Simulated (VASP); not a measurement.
Runs of VASP 6.6.1 on CsEu. Symmetry: P-6m2, No. 187, hexagonal system. Conventional cell: a = 4.464 Å, b = 4.464 Å, c = 8.009 Å, α = 90.00°, β = 90.00°, γ = 120.00°. Within 5.9 Å of Eu (site symmetry -6m2) lie 6 Eu at 4.46 Å and 6 Cs at 4.76 Å. Cs (site symmetry -6m2) has 6 Cs at 4.46 Å and 6 Eu at 4.76 Å within 5.9 Å. 

| fixed moment (μB) | pressure (GPa) | moment (μB) |
| --- | --- | --- |
| 5.2 | -0.4 | 5.20 |
| 14.0 | (b) | 14.00 |
| 7.0 | (a) | 7.00 |
| 10.5 | -1.0 | 10.50 |
| 8.8 | -0.5 | 8.80 |

Alike in all rows: task single point; level PBE; potentials or basis VASP PAW PBE potentials, release 64 (Eu, Cs_sv); spin collinear, ferromagnetic start; cell as given; k mesh 6 × 6 × 3; cutoff (eV) 520; smearing fermi-dirac 0.05 eV.

**Question.** Estimate the missing entries.

**Answer.** (a) -0.1; (b) -3.4.

Caveats: the total moment is fixed, so each spin has its own Fermi level and the state may be an excited one; the cell stands under tension (at least some runs).
